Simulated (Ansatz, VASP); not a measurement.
## S in VASP and in Ansatz

```
CELL_PARAMETERS angstrom
10.50000 0.00000 0.00000
0.00000 11.00000 0.00000
0.00000 0.00000 11.50000
ATOMIC_POSITIONS crystal
S 0.50000 0.50455 0.50000
```

Alike in both runs: task single point; functional r2SCAN; dispersion rVV10; k mesh 1 × 1 × 1; occupations gaussian, width 0.005 eV; collinear spin.

|  | VASP | Ansatz |
| --- | --- | --- |
| version | VASP 6.6.1 | Ansatz 0.2.0 |
| potentials or method | VASP PAW PBE potentials, release 64 (S) | scalar-relativistic, plane waves, PAW |
| plane-wave cutoff (eV) | 440 | 500 |
| valence electrons in the cell | 6 | 6 |

```csv
,VASP,Ansatz,Ansatz less VASP
net moment per atom (μB),2.00,2.00,0.000
size of the moment on the site where the two differ most (μB),1.13,2.00,+0.868
```

VASP's potentials were made for PBE, not for r2SCAN. Site moments also hang on the region over which each program counts them. Ansatz's warnings: stability check not made.
